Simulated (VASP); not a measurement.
# Ta (Fm-3m) in VASP: single point with r2SCAN

Aim: the single point of Ta with r2SCAN.

Everything below comes from runs of VASP 6.6.1. Logs are shortened: lines on timing, memory, paths and dates and some standing lists are left out, and cuts for length are marked.

### Step 1. The cell of the first run

The structure is cubic, space group Fm-3m (No. 225). The conventional cell has a = 4.210 Å, b = 4.210 Å, c = 4.210 Å, α = 90.00°, β = 90.00°, γ = 90.00°. Ta (site symmetry m-3m) has 12 Ta at 2.98 Å within 3.9 Å.

### Step 2. Single point, r2SCAN

The input, POSCAR:

```
Ta
1.0
    4.2095354752      0.0000000000      0.0000000000
    0.0000000000      4.2095354752      0.0000000000
    0.0000000000      0.0000000000      4.2095354752
Ta
4
Direct
    0.0000000000      0.0000000000      0.0000000000
    0.0000000000      0.5000000000      0.5000000000
    0.5000000000      0.0000000000      0.5000000000
    0.5000000000      0.5000000000      0.0000000000
```

The input, INCAR.step1:

```
ALGO     = Normal         # electronic algorithm
EDIFF    = 1E-4           # SCF threshold, eV
ENCUT    = 520            # plane-wave cutoff, eV
GGA      = PE             # functional
ISMEAR   = -1             # smearing method
LASPH    = True           # aspherical terms in the spheres
LCHARG   = False          # write CHGCAR
LREAL    = False          # projectors in reciprocal space
LWAVE    = True           # write WAVECAR
NBANDS   = 30             # bands
NELM     = 80             # most SCF steps
PREC     = Accurate       # precision mode
SIGMA    = 0.1            # smearing width, eV
```

The input, INCAR.step2:

```
ALGO     = Normal         # electronic algorithm
EDIFF    = 1E-6           # SCF threshold, eV
ENCUT    = 520            # plane-wave cutoff, eV
ISIF     = 2              # what is computed and relaxed
ISMEAR   = -1             # smearing method
ISTART   = 1            
LASPH    = True           # aspherical terms in the spheres
LCHARG   = False          # write CHGCAR
LMIXTAU  = True         
LREAL    = False          # projectors in reciprocal space
LWAVE    = False          # write WAVECAR
METAGGA  = R2SCAN         # meta-GGA
NBANDS   = 30             # bands
NELM     = 80             # most SCF steps
PREC     = Accurate       # precision mode
SIGMA    = 0.1            # smearing width, eV
```

The input, KPOINTS:

```
k-points
0
Gamma
  6 6 6
```

Potentials or basis: VASP PAW PBE potentials, release 64 (Ta_pv).

The run is started by

```sh
$ cat potpaw_PBE.64/Ta_pv/POTCAR > POTCAR
$ cp INCAR.step1 INCAR
$ mpirun -np 1 vasp_std > vasp.out
$ cp INCAR.step2 INCAR
$ mpirun -np 1 vasp_std > vasp.out
```

OUTCAR:

```text
EDIFF = 1E-6
   ENCUT = 520
   ISIF = 2
   ISMEAR = -1
   ISTART = 1
   LASPH = True
   LREAL = False
   METAGGA = R2SCAN
   NELM = 80
   PREC = Accurate

 ion  position               nearest neighbor table
   1  0.000  0.000  0.000-   2 2.98   3 2.98   4 2.98   2 2.98   3 2.98   2 2.98   4 2.98   2 2.98
                             3 2.98   4 2.98   3 2.98   4 2.98
   2  0.000  0.500  0.500-   1 2.98   3 2.98   4 2.98   1 2.98   4 2.98   1 2.98   3 2.98   1 2.98
                             3 2.98   4 2.98   4 2.98   3 2.98
   3  0.500  0.000  0.500-   1 2.98   2 2.98   4 2.98   1 2.98   4 2.98   2 2.98   4 2.98   4 2.98
                             1 2.98   2 2.98   1 2.98   2 2.98
   4  0.500  0.500  0.000-   1 2.98   2 2.98   3 2.98   2 2.98   3 2.98   1 2.98   3 2.98   3 2.98
                             1 2.98   2 2.98   2 2.98   1 2.98

  LATTYP: Found a simple cubic cell.
 ALAT       =     4.2095354752

  Lattice vectors:

 A1 = (   4.2095354752,   0.0000000000,   0.0000000000)
 A2 = (   0.0000000000,   4.2095354752,   0.0000000000)
 A3 = (   0.0000000000,   0.0000000000,   4.2095354752)

Analysis of symmetry for initial positions (statically):
=====================================================================
 Subroutine PRICEL returns following result:

  LATTYP: Found a face centered cubic cell.
 ALAT       =     4.2095354752

  Lattice vectors:

 A1 = (   2.1047677376,  -2.1047677376,   0.0000000000)
 A2 = (   2.1047677376,   0.0000000000,   2.1047677376)
 A3 = (   0.0000000000,  -2.1047677376,   2.1047677376)

   4 primitive cells build up your supercell.

 Routine SETGRP: Setting up the symmetry group for a
 simple cubic supercell.

 Subroutine GETGRP returns: Found 48 space group operations
 (whereof 48 operations were pure point group operations)
 out of a pool of 48 trial point group operations.

The static configuration has the point symmetry O_h .

Analysis of symmetry for dynamics (positions and initial velocities):
=====================================================================
 Subroutine PRICEL returns following result:

  LATTYP: Found a face centered cubic cell.
 ALAT       =     4.2095354752

  Lattice vectors:

 A1 = (   2.1047677376,  -2.1047677376,   0.0000000000)
 A2 = (   2.1047677376,   0.0000000000,   2.1047677376)
 A3 = (   0.0000000000,  -2.1047677376,   2.1047677376)

   4 primitive cells build up your supercell.

 Routine SETGRP: Setting up the symmetry group for a
 simple cubic supercell.

 Subroutine GETGRP returns: Found 48 space group operations
 (whereof 48 operations were pure point group operations)
 out of a pool of 48 trial point group operations.

The dynamic configuration has the point symmetry O_h .

 Subroutine INISYM returns: Found 48 space group operations
 (whereof 48 operations are pure point group operations),
 and found     4 'primitive' translations

----------------------------------------------------------------------------------------

                                     Primitive cell

  volume of cell :      18.6484

  direct lattice vectors                    reciprocal lattice vectors
     2.104767738 -2.104767738  0.000000000     0.237555903 -0.237555903 -0.237555903
     2.104767738  0.000000000  2.104767738     0.237555903  0.237555903  0.237555903
     0.000000000 -2.104767738  2.104767738    -0.237555903 -0.237555903  0.237555903

  length of vectors
     2.976591080  2.976591080  2.976591080     0.411458893  0.411458893  0.411458893

  position of ions in fractional coordinates (direct lattice)
     0.000000000  0.000000000  0.000000000

  ion indices of the primitive-cell ions
   primitive index   ion index
                 1           1

----------------------------------------------------------------------------------------

 KPOINTS: k-points

Automatic generation of k-mesh.
 Grid dimensions read from file:
 generate k-points for:    6    6    6

 Generating k-lattice:

  Cartesian coordinates                     Fractional coordinates (reciprocal lattice)
     0.039592650  0.000000000  0.000000000     0.166666667  0.000000000  0.000000000
     0.000000000  0.039592650  0.000000000     0.000000000  0.166666667  0.000000000
     0.000000000  0.000000000  0.039592650     0.000000000  0.000000000  0.166666667

  Length of vectors
     0.039592650  0.039592650  0.039592650

  Shift w.r.t. Gamma in fractional coordinates (k-lattice)
     0.000000000  0.000000000  0.000000000

 Subroutine IBZKPT returns following result:
 ===========================================

 Found     20 irreducible k-points:

 Following reciprocal coordinates:
            Coordinates               Weight
  0.000000  0.000000  0.000000      1.000000
  0.166667  0.000000  0.000000      6.000000
  0.333333  0.000000  0.000000      6.000000
  0.500000  0.000000  0.000000      3.000000
  0.166667  0.166667  0.000000     12.000000
  0.333333  0.166667  0.000000     24.000000
[... 12 lines left out ...]
  0.500000  0.500000  0.333333      6.000000
  0.500000  0.500000  0.500000      1.000000
   k-points           NKPTS =     20   k-points in BZ     NKDIM =     20   number of bands    NBANDS=     30
   number of dos      NEDOS =    301   number of ions     NIONS =      4
   total plane-waves  NPLWV =  32768
   dimension x,y,z NGX =    32 NGY =   32 NGZ =   32
   dimension x,y,z NGXF=    64 NGYF=   64 NGZF=   64
   ions per type =               4
   NGX,Y,Z   is equivalent  to a cutoff of  12.64, 12.64, 12.64 a.u.
   NGXF,Y,Z  is equivalent  to a cutoff of  25.28, 25.28, 25.28 a.u.
 SYSTEM =  unknown system
   PREC   = accura    normal or accurate (medium, high low for compatibility)
   ISTART =      1    job   : 0-new  1-cont  2-samecut
   ICHARG =      0    charge: 1-file 2-atom 10-const
   ISPIN  =      1    spin polarized calculation?
   LNONCOLLINEAR =      F non collinear calculations
   LSORBIT =      F    spin-orbit coupling
   LASPH  =      T    aspherical Exc in radial PAW
   ENCUT  =  520.0 eV  38.22 Ry    6.18 a.u.   7.83  7.83  7.83*2*pi/ulx,y,z
   NELM   =     80;   NELMIN=  2; NELMDL=  0     # of ELM steps
   EDIFF  = 0.1E-05   stopping-criterion for ELM
   LREAL  =      F    real-space projection
   EDIFFG = 0.1E-04   stopping-criterion for IOM
   NSW    =      0    number of steps for IOM
   IBRION =     -1    ionic relax: 0-MD 1-quasi-New 2-CG
   NFREE  =      0    steps in history (QN), initial steepest desc. (CG)
   ISIF   =      2    stress and relaxation
   ISYM   =      2    0-nonsym 1-usesym 2-fastsym
   POTIM  = 0.5000    time-step for ionic-motion
   TEBEG  =    0.0;   TEEND  =   0.0 temperature during run
   PSTRESS=    0.0 pullay stress
   NELECT =      44.0000    total number of electrons
   NUPDOWN=      -1.0000    fix difference up-down
   EMIN   =  10.00;   EMAX   =-10.00  energy-range for DOS
   EFERMI =   0.00;   METHOD = LEGACY
   ISMEAR =    -1;   SIGMA  =   0.10  broadening in eV -4-tet -1-fermi 0-gaus
   EFERMI_NEDOS =   21; number of points for ismear=-14 and -15
   IALGO  =     38    algorithm
   IMIX   =      4    mixing-type and parameters
     AMIX     =   0.40;   BMIX     =  1.00
     AMIX_MAG =   1.60;   BMIX_MAG =  1.00
  volume/ion in A,a.u.               =      18.65       125.85
  Fermi-wavevector in a.u.,A,eV,Ry     =   1.372961  2.594520 25.647282  1.885022
  Thomas-Fermi vector in A             =   2.498521
   LORBIT       =      0    0 simple, 1 ext, 2 COOP (PROOUT), +10 PAW based schemes
   METAGGA = R2SCAN    functional components
   LHFCALC =     F    Hartree Fock is set to
   AEXX    =    0.0000 exact exchange contribution
   IVDW    =     0    specifies the selected vdW correction
   LEPSILON=     F    determine dielectric tensor
   LRPA    =     F    only Hartree local field effects (RPA)
 non-spin polarized calculation
  energy-cutoff  :      520.00
  volume of cell :       74.59
 maximum number of plane-waves:      2040
 NGX is ok and might be reduce to    32
   NGX = 15   NGY = 15   NGZ = 15

 number of electron      43.9999993 magnetization

 Free energy of the ion-electron system (eV)
  ---------------------------------------------------
  ext. energy  EPLUGINS =         0.00000000
  ---------------------------------------------------
  free energy    TOTEN  =      -193.42103846 eV

  energy without entropy =     -193.27028706  energy(sigma->0) =     -193.34566276

 E-fermi :   5.4597     XC(G=0): -13.5660

 val. band max:        5.4103679436   @ k =   0.3333   0.3333   0.3333
 cond. band min:       5.5463677032   @ k =   0.1667   0.0000   0.0000
 fundamental gap:      0.1359997596
 Fermi energy:         5.4597359513

 k-point     1 :       0.0000    0.0000    0.0000
  band No.  band energies     occupation
      1     -30.3630      2.00000
      2     -30.3630      2.00000
      3     -30.3630      2.00000
      4     -29.7302      2.00000
      5     -29.7302      2.00000
      6     -29.7302      2.00000
[... 22 lines left out ...]
     29      11.6408      0.00000
     30      11.6408      0.00000

 k-point     2 :       0.1667    0.0000    0.0000
  band No.  band energies     occupation
      1     -30.3224      2.00000
      2     -30.3224      2.00000
      3     -30.3020      2.00000
      4     -29.7745      2.00000
      5     -29.7745      2.00000
      6     -29.7344      2.00000
[... 22 lines left out ...]
     29      10.6559      0.00000
     30      11.1975      0.00000

 k-point     3 :       0.3333    0.0000    0.0000
  band No.  band energies     occupation
      1     -30.2103      2.00000
      2     -30.2103      2.00000
      3     -30.1306      2.00000
      4     -29.8941      2.00000
      5     -29.8941      2.00000
      6     -29.7429      2.00000
[... 22 lines left out ...]
     29       9.5029      0.00000
     30       9.5030      0.00000

 k-point     4 :       0.5000    0.0000    0.0000
  band No.  band energies     occupation
      1     -30.0541      2.00000
      2     -30.0541      2.00000
      3     -30.0541      2.00000
      4     -30.0541      2.00000
      5     -29.8837      2.00000
      6     -29.8837      2.00000
[... 484 lines left out ...]
     29      10.6864      0.00000
     30      10.6864      0.00000

 k-point    19 :       0.5000    0.5000    0.3333
  band No.  band energies     occupation
      1     -30.3788      2.00000
      2     -30.3788      2.00000
      3     -30.3788      2.00000
      4     -30.3788      2.00000
      5     -29.5411      2.00000
      6     -29.5411      2.00000
[... 22 lines left out ...]
     29      10.9862      0.00000
     30      10.9862      0.00000

 k-point    20 :       0.5000    0.5000    0.5000
  band No.  band energies     occupation
      1     -30.4324      2.00000
      2     -30.4324      2.00000
      3     -30.4324      2.00000
      4     -30.4324      2.00000
      5     -29.4838      2.00000
      6     -29.4838      2.00000
[... 22 lines left out ...]
     29      11.5662      0.00000
     30      11.5662      0.00000

------------------------ aborting loop because EDIFF is reached ----------------------------------------

  FORCE on cell =-STRESS in cart. coord.  units (eV):
  Direction    XX          YY          ZZ          XY          YZ          ZX
  --------------------------------------------------------------------------------------
  -------------------------------------------------------------------------------------
  Total        0.2152799      0.2152799      0.2152799     -0.0000000     -0.0000000      0.0000000
  in kB        4.6239321      4.6239321      4.6239321     -0.0000000     -0.0000000      0.0000000
  external PRESSURE =       4.6239321 kB  Pullay stress =       0.0000000 kB

 VOLUME and BASIS-vectors are now :
 -----------------------------------------------------------------------------
  energy-cutoff  :      520.00
  volume of cell :       74.59
      direct lattice vectors                 reciprocal lattice vectors
     4.209535475  0.000000000  0.000000000     0.237555903  0.000000000  0.000000000
     0.000000000  4.209535475  0.000000000     0.000000000  0.237555903  0.000000000
     0.000000000  0.000000000  4.209535475     0.000000000  0.000000000  0.237555903

 POSITION                                       TOTAL-FORCE (eV/Angst)
 -----------------------------------------------------------------------------------
      0.00000      0.00000      0.00000         0.000000      0.000000      0.000000
      0.00000      2.10477      2.10477        -0.000000     -0.000000     -0.000000
      2.10477      0.00000      2.10477        -0.000000     -0.000000     -0.000000
      2.10477      2.10477      0.00000        -0.000000      0.000000      0.000000
 -----------------------------------------------------------------------------------
    total drift:                                0.000000     -0.000000     -0.000000

  FREE ENERGIE OF THE ION-ELECTRON SYSTEM (eV)
  ---------------------------------------------------
  free  energy   TOTEN  =      -193.4210384623 eV

  energy  without entropy=     -193.2702870589  energy(sigma->0) =     -193.34566276
```

Run time: 59 s. Hardware: 1 thread of Intel Xeon Platinum 8488C (Sapphire Rapids), shared host; peak memory 0.19 GiB.

Results:

```
Free energy            : -193.4210 eV
Pressure               : 0.5 GPa
Band gap on the k mesh : zero (band 22 reaches 6.31 eV, above the bottom of band 23 at 4.51 eV)
```

Caveat: the PAW data sets were made with another functional, which shifts forces and pressure a little; spin-orbit coupling is left out, which moves the levels of the heavy elements.
